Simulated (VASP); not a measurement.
# CaHf3 (Pm-3m) in VASP: notebook

Runs on CaHf3. Level: PBE. Tasks: single point, relaxation of cell and atoms.

Program: VASP 6.6.1. These are calculated values, not measurements. Logs are shortened: lines on timing, memory, paths and dates and some standing lists are left out, and cuts for length are marked.

## Step 1: The cell of the first run

Symmetry: Pm-3m, No. 221, cubic system. The conventional cell has a = 4.299 Å, b = 4.299 Å, c = 4.299 Å, α = 90.00°, β = 90.00°, γ = 90.00°. Ca (site symmetry m-3m) has 12 Hf at 3.04 Å within 4.0 Å. Within 4.0 Å of Hf (site symmetry 4/mmm) lie 4 Ca at 3.04 Å and 8 Hf at 3.04 Å.

The cell was built from a structure type or drawn by symmetry, and may not be a known phase.

## Step 2: Single point, PBE

Contents of INCAR:

```
  PREC = Accurate
  ENCUT = 500
  EDIFF = 1E-6
  ISMEAR = 0
  SIGMA = 0.1
  LREAL = F
  LASPH = T
  NELM = 120
  ALGO = Normal
  ISIF = 2
  LWAVE = F
  LCHARG = F
  GGA = PE
  NBANDS = 28
  GGA_COMPAT = F
```

Contents of KPOINTS:

```
regular mesh
0
Gamma
  4 4 4
```

Contents of POSCAR:

```
CaHf3
1.0
    4.2987281500      0.0000000000      0.0000000000
    0.0000000000      4.2987281500      0.0000000000
    0.0000000000      0.0000000000      4.2987281500
Ca Hf
1 3
Direct
    0.0000000000      0.0000000000      0.0000000000
    0.0000000000      0.5000000000      0.5000000000
    0.5000000000      0.0000000000      0.5000000000
    0.5000000000      0.5000000000      0.0000000000
```

Potentials or basis: VASP PAW PBE potentials, release 64 (Ca_sv, Hf_pv).

Started as:

```
$ cat potpaw_PBE.64/Ca_sv/POTCAR potpaw_PBE.64/Hf_pv/POTCAR > POTCAR
$ mpirun -np 1 vasp_std > vasp.out
```

OUTCAR:

```text
PREC = Accurate
   ENCUT = 500
   EDIFF = 1E-6
   ISMEAR = 0
   LREAL = F
   LASPH = T
   NELM = 120
   ISIF = 2
   GGA = PE

 ion  position               nearest neighbor table
   1  0.000  0.000  0.000-   2 3.04   3 3.04   4 3.04   2 3.04   3 3.04   2 3.04   4 3.04   2 3.04
                             3 3.04   4 3.04   3 3.04   4 3.04
   2  0.000  0.500  0.500-   1 3.04   3 3.04   4 3.04   1 3.04   4 3.04   1 3.04   3 3.04   1 3.04
                             3 3.04   4 3.04   4 3.04   3 3.04
   3  0.500  0.000  0.500-   1 3.04   2 3.04   4 3.04   1 3.04   4 3.04   2 3.04   4 3.04   4 3.04
                             1 3.04   2 3.04   1 3.04   2 3.04
   4  0.500  0.500  0.000-   1 3.04   2 3.04   3 3.04   2 3.04   3 3.04   1 3.04   3 3.04   3 3.04
                             1 3.04   2 3.04   2 3.04   1 3.04

  LATTYP: Found a simple cubic cell.
 ALAT       =     4.2987281500

  Lattice vectors:

 A1 = (   4.2987281500,   0.0000000000,   0.0000000000)
 A2 = (   0.0000000000,   4.2987281500,   0.0000000000)
 A3 = (   0.0000000000,   0.0000000000,   4.2987281500)

Analysis of symmetry for initial positions (statically):
=====================================================================
 Subroutine PRICEL returns:
 Original cell was already a primitive cell.

 Routine SETGRP: Setting up the symmetry group for a
 simple cubic supercell.

 Subroutine GETGRP returns: Found 48 space group operations
 (whereof 48 operations were pure point group operations)
 out of a pool of 48 trial point group operations.

The static configuration has the point symmetry O_h .

Analysis of symmetry for dynamics (positions and initial velocities):
=====================================================================
 Subroutine PRICEL returns:
 Original cell was already a primitive cell.

 Routine SETGRP: Setting up the symmetry group for a
 simple cubic supercell.

 Subroutine GETGRP returns: Found 48 space group operations
 (whereof 48 operations were pure point group operations)
 out of a pool of 48 trial point group operations.

The dynamic configuration has the point symmetry O_h .

 Subroutine INISYM returns: Found 48 space group operations
 (whereof 48 operations are pure point group operations),
 and found     1 'primitive' translations

----------------------------------------------------------------------------------------

                                     Primitive cell

  volume of cell :      79.4365

  direct lattice vectors                    reciprocal lattice vectors
     4.298728150  0.000000000  0.000000000     0.232626946  0.000000000  0.000000000
     0.000000000  4.298728150  0.000000000     0.000000000  0.232626946  0.000000000
     0.000000000  0.000000000  4.298728150     0.000000000  0.000000000  0.232626946

  length of vectors
     4.298728150  4.298728150  4.298728150     0.232626946  0.232626946  0.232626946

  position of ions in fractional coordinates (direct lattice)
     0.000000000  0.000000000  0.000000000
     0.000000000  0.500000000  0.500000000
     0.500000000  0.000000000  0.500000000
     0.500000000  0.500000000  0.000000000

  ion indices of the primitive-cell ions
   primitive index   ion index
                 1           1
                 2           2
                 3           3
                 4           4

----------------------------------------------------------------------------------------

 KPOINTS: regular mesh

Automatic generation of k-mesh.
 Grid dimensions read from file:
 generate k-points for:    4    4    4

 Generating k-lattice:

  Cartesian coordinates                     Fractional coordinates (reciprocal lattice)
     0.058156736  0.000000000  0.000000000     0.250000000  0.000000000  0.000000000
     0.000000000  0.058156736  0.000000000     0.000000000  0.250000000  0.000000000
     0.000000000  0.000000000  0.058156736     0.000000000  0.000000000  0.250000000

  Length of vectors
     0.058156736  0.058156736  0.058156736

  Shift w.r.t. Gamma in fractional coordinates (k-lattice)
     0.000000000  0.000000000  0.000000000

 Subroutine IBZKPT returns following result:
 ===========================================

 Found     10 irreducible k-points:

 Following reciprocal coordinates:
            Coordinates               Weight
  0.000000  0.000000  0.000000      1.000000
  0.250000  0.000000  0.000000      6.000000
  0.500000  0.000000  0.000000      3.000000
  0.250000  0.250000  0.000000     12.000000
  0.500000  0.250000  0.000000     12.000000
  0.500000  0.500000  0.000000      3.000000
  0.250000  0.250000  0.250000      8.000000
  0.500000  0.250000  0.250000     12.000000
  0.500000  0.500000  0.250000      6.000000
  0.500000  0.500000  0.500000      1.000000
   k-points           NKPTS =     10   k-points in BZ     NKDIM =     10   number of bands    NBANDS=     28
   number of dos      NEDOS =    301   number of ions     NIONS =      4
   total plane-waves  NPLWV =  32768
   dimension x,y,z NGX =    32 NGY =   32 NGZ =   32
   dimension x,y,z NGXF=    64 NGYF=   64 NGZF=   64
   ions per type =               1   3
   NGX,Y,Z   is equivalent  to a cutoff of  12.38, 12.38, 12.38 a.u.
   NGXF,Y,Z  is equivalent  to a cutoff of  24.75, 24.75, 24.75 a.u.
 SYSTEM =  unknown system
   PREC   = accura    normal or accurate (medium, high low for compatibility)
   ISTART =      0    job   : 0-new  1-cont  2-samecut
   ICHARG =      2    charge: 1-file 2-atom 10-const
   ISPIN  =      1    spin polarized calculation?
   LNONCOLLINEAR =      F non collinear calculations
   LSORBIT =      F    spin-orbit coupling
   LASPH  =      T    aspherical Exc in radial PAW
   ENCUT  =  500.0 eV  36.75 Ry    6.06 a.u.   7.84  7.84  7.84*2*pi/ulx,y,z
   NELM   =    120;   NELMIN=  2; NELMDL= -5     # of ELM steps
   EDIFF  = 0.1E-05   stopping-criterion for ELM
   LREAL  =      F    real-space projection
   EDIFFG = 0.1E-04   stopping-criterion for IOM
   NSW    =      0    number of steps for IOM
   IBRION =     -1    ionic relax: 0-MD 1-quasi-New 2-CG
   NFREE  =      0    steps in history (QN), initial steepest desc. (CG)
   ISIF   =      2    stress and relaxation
   ISYM   =      2    0-nonsym 1-usesym 2-fastsym
   POTIM  = 0.5000    time-step for ionic-motion
   TEBEG  =    0.0;   TEEND  =   0.0 temperature during run
   PSTRESS=    0.0 pullay stress
   NELECT =      40.0000    total number of electrons
   NUPDOWN=      -1.0000    fix difference up-down
   EMIN   =  10.00;   EMAX   =-10.00  energy-range for DOS
   EFERMI =   0.00;   METHOD = LEGACY
   ISMEAR =     0;   SIGMA  =   0.10  broadening in eV -4-tet -1-fermi 0-gaus
   EFERMI_NEDOS =   21; number of points for ismear=-14 and -15
   IALGO  =     38    algorithm
   IMIX   =      4    mixing-type and parameters
     AMIX     =   0.40;   BMIX     =  1.00
     AMIX_MAG =   1.60;   BMIX_MAG =  1.00
  volume/ion in A,a.u.               =      19.86       134.02
  Fermi-wavevector in a.u.,A,eV,Ry     =   1.302431  2.461238 23.079936  1.696327
  Thomas-Fermi vector in A             =   2.433500
   LORBIT       =      0    0 simple, 1 ext, 2 COOP (PROOUT), +10 PAW based schemes
   GGA     = PE    functional components
   LHFCALC =     F    Hartree Fock is set to
   AEXX    =    0.0000 exact exchange contribution
   IVDW    =     0    specifies the selected vdW correction
   LEPSILON=     F    determine dielectric tensor
   LRPA    =     F    only Hartree local field effects (RPA)
 non-spin polarized calculation
 Gauss-broadening in eV      SIGMA  =   0.10
  energy-cutoff  :      500.00
  volume of cell :       79.44
 maximum number of plane-waves:      2040
 NGX is ok and might be reduce to    32
   NGX = 15   NGY = 15   NGZ = 15

 number of electron      40.0000000 magnetization

 Free energy of the ion-electron system (eV)
  ---------------------------------------------------
  ext. energy  EPLUGINS =         0.00000000
  ---------------------------------------------------
  free energy    TOTEN  =       -29.02309285 eV

  energy without entropy =      -29.00567926  energy(sigma->0) =      -29.01438605

 E-fermi :   5.7040     XC(G=0): -11.5151

 val. band max:        5.6905961924   @ k =   0.5000   0.0000   0.0000
 cond. band min:       5.7303768632   @ k =   0.5000   0.5000   0.2500
 fundamental gap:      0.0397806708
 Fermi energy:         5.7040464817

 k-point     1 :       0.0000    0.0000    0.0000
  band No.  band energies     occupation
      1     -34.0349      2.00000
      2     -25.0067      2.00000
      3     -25.0067      2.00000
      4     -25.0067      2.00000
      5     -24.5276      2.00000
      6     -24.5276      2.00000
[... 20 lines left out ...]
     27      10.6258      0.00000
     28      10.6258      0.00000

 k-point     2 :       0.2500    0.0000    0.0000
  band No.  band energies     occupation
      1     -34.0360      2.00000
      2     -24.9408      2.00000
      3     -24.9408      2.00000
      4     -24.9005      2.00000
      5     -24.5544      2.00000
      6     -24.5544      2.00000
[... 20 lines left out ...]
     27       9.4175      0.00000
     28      10.4804      0.00000

 k-point     3 :       0.5000    0.0000    0.0000
  band No.  band energies     occupation
      1     -34.0371      2.00000
      2     -24.8470      2.00000
      3     -24.8470      2.00000
      4     -24.6875      2.00000
      5     -24.6108      2.00000
      6     -24.6108      2.00000
[... 20 lines left out ...]
     27       9.0530      0.00000
     28       9.0530      0.00000

 k-point     4 :       0.2500    0.2500    0.0000
  band No.  band energies     occupation
      1     -34.0362      2.00000
      2     -24.9681      2.00000
      3     -24.8722      2.00000
      4     -24.7718      2.00000
      5     -24.6873      2.00000
      6     -24.5664      2.00000
[... 144 lines left out ...]
     27       8.2510      0.00000
     28       8.3299      0.00000

 k-point     9 :       0.5000    0.5000    0.2500
  band No.  band energies     occupation
      1     -34.0329      2.00000
      2     -25.0989      2.00000
      3     -24.9700      2.00000
      4     -24.8760      2.00000
      5     -24.8760      2.00000
      6     -24.3617      2.00000
[... 20 lines left out ...]
     27       7.7811      0.00000
     28       7.7811      0.00000

 k-point    10 :       0.5000    0.5000    0.5000
  band No.  band energies     occupation
      1     -34.0302      2.00000
      2     -25.2254      2.00000
      3     -24.9829      2.00000
      4     -24.9829      2.00000
      5     -24.9829      2.00000
      6     -24.2564      2.00000
[... 20 lines left out ...]
     27       7.3469      0.00000
     28       8.0289      0.00000

------------------------ aborting loop because EDIFF is reached ----------------------------------------

  FORCE on cell =-STRESS in cart. coord.  units (eV):
  Direction    XX          YY          ZZ          XY          YZ          ZX
  --------------------------------------------------------------------------------------
  -------------------------------------------------------------------------------------
  Total       10.4167838     10.4167838     10.4167838     -0.0000000     -0.0000000     -0.0000000
  in kB      210.0991475    210.0991475    210.0991475     -0.0000000     -0.0000000     -0.0000000
  external PRESSURE =     210.0991475 kB  Pullay stress =       0.0000000 kB

 VOLUME and BASIS-vectors are now :
 -----------------------------------------------------------------------------
  energy-cutoff  :      500.00
  volume of cell :       79.44
      direct lattice vectors                 reciprocal lattice vectors
     4.298728150  0.000000000  0.000000000     0.232626946  0.000000000  0.000000000
     0.000000000  4.298728150  0.000000000     0.000000000  0.232626946  0.000000000
     0.000000000  0.000000000  4.298728150     0.000000000  0.000000000  0.232626946

 POSITION                                       TOTAL-FORCE (eV/Angst)
 -----------------------------------------------------------------------------------
      0.00000      0.00000      0.00000         0.000000      0.000000      0.000000
      0.00000      2.14936      2.14936         0.000000      0.000000      0.000000
      2.14936      0.00000      2.14936         0.000000      0.000000      0.000000
      2.14936      2.14936      0.00000         0.000000      0.000000      0.000000
 -----------------------------------------------------------------------------------
    total drift:                                0.000000     -0.000000     -0.000000

  FREE ENERGIE OF THE ION-ELECTRON SYSTEM (eV)
  ---------------------------------------------------
  free  energy   TOTEN  =       -29.0230928455 eV

  energy  without entropy=      -29.0056792637  energy(sigma->0) =      -29.01438605
```

It took 16 s on 1 thread of Intel Xeon Platinum 8488C (Sapphire Rapids), shared host; peak memory 0.18 GiB.

Results:

| Item | Value |
| --- | --- |
| Free energy | -29.0231 eV |
| Pressure | 21.0 GPa |
| Band gap on the k mesh | zero (bands 20 and 21 overlap by 1.25 eV) |

Levels at points of the mesh, in eV from the Fermi level:
| k point | band 16 | band 17 | band 18 | band 19 | band 20 | band 21 | band 22 | band 23 | band 24 | band 25 |
| --- | --- | --- | --- | --- | --- | --- | --- | --- | --- | --- |
| (0.00, 0.00, 0.00) | -3.30 | -3.30 | -2.23 | -2.23 | -2.23 | 1.91 | 1.91 | 1.91 | 3.47 | 3.47 |
| (0.50, 0.00, 0.00) | -2.11 | -1.47 | -1.18 | -0.34 | -0.34 | -0.01 | 0.12 | 0.12 | 1.44 | 1.87 |
| (0.50, 0.50, 0.00) | -2.55 | -1.50 | -0.56 | -0.28 | -0.28 | -0.23 | 0.19 | 0.19 | 0.34 | 0.97 |
| (0.50, 0.50, 0.50) | -3.71 | -2.86 | 0.95 | 0.96 | 0.96 | 0.96 | 1.36 | 1.36 | 1.36 | 1.64 |

Caveat: the k points lie up to 0.37 Å⁻¹ apart, too coarse for converged energies and pressures of a metal; spin-orbit coupling is left out, which moves the levels of the heavy elements.

## Step 3: Single point, PBE

This run uses another cell than the first one, of 24.44 Å³/atom.

INCAR is that of step 2.

Contents of KPOINTS:

```
Automatic mesh
0
Gamma
  4 4 4
```

Contents of POSCAR:

```
CaHf3
1.0
    4.6067072732      0.0000000000      0.0000000000
    0.0000000000      4.6067072732      0.0000000000
    0.0000000000      0.0000000000      4.6067072732
Ca Hf
1 3
Direct
    0.0000000000      0.0000000000      0.0000000000
    0.0000000000      0.5000000000      0.5000000000
    0.5000000000      0.0000000000      0.5000000000
    0.5000000000      0.5000000000      0.0000000000
```

Potentials or basis: VASP PAW PBE potentials, release 64 (Ca_sv, Hf_pv).

Started as:

```
$ cat potpaw_PBE.64/Ca_sv/POTCAR potpaw_PBE.64/Hf_pv/POTCAR > POTCAR
$ mpirun -np 1 vasp_std > vasp.out
```

Run time: 20 s. Hardware: 1 thread of Intel Xeon Platinum 8488C (Sapphire Rapids), shared host; peak memory 0.21 GiB.

Results (log left out):

```
Free energy            : -30.0657 eV
Pressure               : -0.1 GPa
Band gap on the k mesh : zero (bands 20 and 21 overlap by 0.82 eV)
```

Levels at points of the mesh, in eV from the Fermi level:
| k point | band 16 | band 17 | band 18 | band 19 | band 20 | band 21 | band 22 | band 23 | band 24 | band 25 |
| --- | --- | --- | --- | --- | --- | --- | --- | --- | --- | --- |
| (0.00, 0.00, 0.00) | -2.50 | -2.50 | -1.48 | -1.48 | -1.48 | 1.83 | 1.83 | 1.83 | 2.33 | 2.33 |
| (0.50, 0.00, 0.00) | -1.51 | -0.98 | -0.65 | -0.27 | -0.27 | 0.14 | 0.14 | 0.38 | 1.32 | 1.79 |
| (0.50, 0.50, 0.00) | -2.58 | -1.63 | -0.37 | -0.12 | 0.00 | 0.00 | 0.29 | 0.29 | 0.63 | 1.15 |
| (0.50, 0.50, 0.50) | -3.13 | -2.33 | 0.35 | 0.61 | 0.61 | 0.61 | 1.01 | 1.01 | 1.01 | 1.68 |

Caveat: spin-orbit coupling is left out, which moves the levels of the heavy elements.

## Step 4: Relaxation of cell and atoms, PBE

Contents of INCAR:

```
ALGO = Normal ; EDIFF = 1E-7
EDIFFG = -0.04 ; ENCUT = 500
GGA = PE ; GGA_COMPAT = False
IBRION = 2 ; ISIF = 3
ISMEAR = 0 ; LASPH = True
LCHARG = False ; LREAL = False
LWAVE = False ; NELM = 120
NELMIN = 4 ; NSW = 90
PREC = Accurate ; SIGMA = 0.1
```

Contents of KPOINTS:

```
k-points
0
Gamma
  4 4 4
```

Contents of POSCAR:

```
CaHf3
1.0
    4.2987281500      0.0000000000      0.0000000000
    0.0000000000      4.2987281500      0.0000000000
    0.0000000000      0.0000000000      4.2987281500
Ca Hf
1 3
Direct
    0.0000000000      0.0000000000      0.0000000000
    0.0000000000      0.5000000000      0.5000000000
    0.5000000000      0.0000000000      0.5000000000
    0.5000000000      0.5000000000      0.0000000000
```

Started as:

```
$ cat potpaw_PBE.64/Ca_sv/POTCAR potpaw_PBE.64/Hf_pv/POTCAR > POTCAR
$ mpirun -np 1 vasp_std > vasp.out
```

It took 39 s on 1 thread of Intel Xeon Platinum 8488C (Sapphire Rapids), shared host; peak memory 0.19 GiB.

Results (log left out):

```
Free energy                           : -30.0589 eV
Relaxed volume                        : 24.47 Å³/atom
Relaxed cell                          : a = 4.608 Å, b = 4.608 Å, c = 4.608 Å, α = 90.00°, β = 90.00°, γ = 90.00°
Space group after relaxing (to 0.1 Å) : Pm-3m (No. 221)
Energy gained by relaxing             : 259.0 meV/atom
Ionic steps                           : 3
Pressure after relaxing               : -0.2 GPa
Band gap on the k mesh                : zero (bands 20 and 21 overlap by 0.82 eV)
```

The path:
```csv
step,energy change (eV),largest force (eV/Å),pressure (GPa),volume (Å³)
1,0.0000,0.0000,21.01,79.44
2,-0.5765,0.0000,-8.45,113.29
3,-1.0358,0.0000,-0.17,97.88
```

Final structure:
```yaml
crystal:
  lattice:
    - [4.60849, 0.00000, 0.00000]
    - [0.00000, 4.60849, 0.00000]
    - [0.00000, 0.00000, 4.60849]
  atoms:
    - { symbol: Ca, position: [0.00000, 0.00000, 0.00000] }
    - { symbol: Hf, position: [0.00000, 0.50000, 0.50000] }
    - { symbol: Hf, position: [0.50000, 0.00000, 0.50000] }
    - { symbol: Hf, position: [0.50000, 0.50000, 0.00000] }
```

Levels at points of the mesh, in eV from the Fermi level:
| k point | band 18 | band 19 | band 20 | band 21 | band 22 | band 23 |
| --- | --- | --- | --- | --- | --- | --- |
| (0.00, 0.00, 0.00) | -1.47 | -1.47 | -1.47 | 1.83 | 1.83 | 1.83 |
| (0.50, 0.00, 0.00) | -0.64 | -0.27 | -0.27 | 0.14 | 0.14 | 0.38 |
| (0.50, 0.50, 0.00) | -0.37 | -0.12 | 0.00 | 0.00 | 0.29 | 0.29 |
| (0.50, 0.50, 0.50) | 0.35 | 0.61 | 0.61 | 0.61 | 1.01 | 1.01 |

Caveat: the k points lie up to 0.34 Å⁻¹ apart in the final cell, too coarse for converged energies and pressures of a metal; the volume moved by over 15 % at a fixed basis, so the end points are rough; spin-orbit coupling is left out, which moves the levels of the heavy elements.

## Step 5: Overview

```tsv
task	cell	gap on the mesh (eV)	pressure (GPa)
single point	a = 4.299 Å, 4 atoms	none	21.0
single point	a = 4.607 Å, 4 atoms	none	-0.1
relaxation of cell and atoms	relaxed from a = 4.299 Å, 4 atoms	none	-0.2
```

Alike in all rows: level PBE; potentials or basis VASP PAW PBE potentials, release 64 (Ca_sv, Hf_pv); no spin polarisation; k mesh 4 × 4 × 4; cutoff (eV) 500; smearing gaussian 0.1 eV.

Caveats: some runs use coarse meshes; spin-orbit coupling is left out, which moves the levels of the heavy elements; the volume moved by over 15 % at a fixed basis, so the end points are rough (at least some runs).

Absolute energies hang on the potentials; compare differences alone.
